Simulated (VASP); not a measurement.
The system is BaS.

```
CELL_PARAMETERS angstrom
0.06863 3.51941 3.51941
3.51941 0.06863 3.51941
3.58804 3.58804 0.00000
ATOMIC_POSITIONS crystal
Ba 0.00396 0.00396 0.99604
S 0.24604 0.24604 0.25396
```

This cell differs from its parent crystal: shear xy strain +3.9%.

Base run:

```yaml
Program: VASP 6.6.1
Functional: PBE
Potentials_or_basis: VASP PAW PBE potentials, release 64 (Ba_sv, S)
Cutoff: 520 eV
k_mesh: 6 × 6 × 6
Occupations: fermi-dirac, width 0.02 eV
Spin: no spin polarisation
```

Its results: band gap on the k mesh 2.75 eV (least direct gap 3.38 eV); pressure 0.4 GPa.

Task: The run is repeated on the same cell with these changes: functional from PBE to r2SCAN; occupations from fermi-dirac, width 0.02 eV to gaussian, width 0.01 eV. What comes out?

Result: Band gap on the k mesh 3.07 eV (least direct gap 3.68 eV); pressure 0.4 GPa.

Caveats: the structure was generated, so it needn't be the stable form of BaS; spin-orbit coupling is left out, which moves the levels of the heavy elements; the PAW data sets were made with another functional, which shifts forces and pressure a little (at least some runs).

A k mesh can miss the band edges.
